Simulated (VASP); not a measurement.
## Be7S: single point with PBE

Crystal: Be7S.

```
CELL_PARAMETERS angstrom
0.00000 3.33602 3.33602
3.33602 0.00000 3.33602
3.33602 3.33602 0.00000
ATOMIC_POSITIONS crystal
Be 0.50000 0.00000 0.00000
Be 0.00000 0.50000 0.50000
Be 0.00000 0.50000 0.00000
Be 0.50000 0.00000 0.50000
Be 0.00000 0.00000 0.50000
Be 0.50000 0.50000 0.00000
Be 0.50000 0.50000 0.50000
S 0.00000 0.00000 0.00000
```

| Property | Result |
| --- | --- |
| Program | VASP 6.6.1 |
| Task | single point |
| Functional | PBE |
| Potentials or basis | VASP PAW PBE potentials, release 64 (Be, S) |
| Cutoff | 600 eV |
| k mesh | 4 × 4 × 4 |
| Occupations | gaussian, width 0.2 eV |
| Spin | no spin polarisation |

```yaml
Pressure: 0.4 GPa
Band_gap_on_the_k_mesh: zero (band 10 reaches 8.18 eV, above the bottom of band 11 at 6.40 eV)
```

Levels at points of the mesh, in eV from the Fermi level:
```csv
k point,band 7,band 8,band 9,band 10,band 11,band 12,band 13,band 14
"(0.00, 0.00, 0.00)",-2.56,-2.56,-2.56,-0.79,-0.79,-0.79,2.31,2.31
"(0.50, 0.00, 0.00)",-3.64,-3.61,-1.70,-0.29,1.27,1.27,2.19,2.19
"(0.50, 0.50, 0.00)",-1.16,-0.84,-0.84,0.48,0.48,1.28,2.01,3.67
```

Run time: 15 s on 1 thread of AMD EPYC 9R45 96-Core Processor (Zen 5), with other jobs on the host, peak memory 0.19 GiB.

Caveat: the k points lie up to 0.41 Å⁻¹ apart.
